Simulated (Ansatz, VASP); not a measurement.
**SrLiH3 in VASP and in Ansatz**

```
Li Sr H
1.0
     4.51502    0.00000    0.00000
     0.00000    4.51502    0.00000
     0.00000    0.00000    4.63079
Li Sr H
1 1 3
Direct
  0.00000 0.00000 0.00000
  0.50000 0.50000 0.50000
  0.00000 0.50000 0.50000
  0.50000 0.00000 0.50000
  0.50000 0.50000 0.00000
```

Change from the starting cell: strain -0.025 along x and y, +0.000 along z, atoms carried along.

Alike in both runs: task single point; functional PBE; k mesh 6 × 6 × 6; occupations gaussian, width 0.05 eV; no spin polarisation.

```csv
,VASP,Ansatz
version,VASP 6.6.1,Ansatz 0.2.0
potentials or method,"VASP PAW PBE potentials, release 64 (Li_sv, Sr_sv, H), cutoff 520 eV","scalar-relativistic, plane waves, PAW"
valence electrons in the cell,16,16
```

|  | VASP | Ansatz | Ansatz less VASP |
| --- | --- | --- | --- |
| gap on the k mesh at the Fermi level (eV) | 1.68 | 1.69 | +0.003 |
| least direct gap on the mesh (eV) | 2.14 | 2.14 | 0.000 |

Noted on VASP's run: the cutoff is under 1.25 times that of the potentials, so the pressure is a little rough.
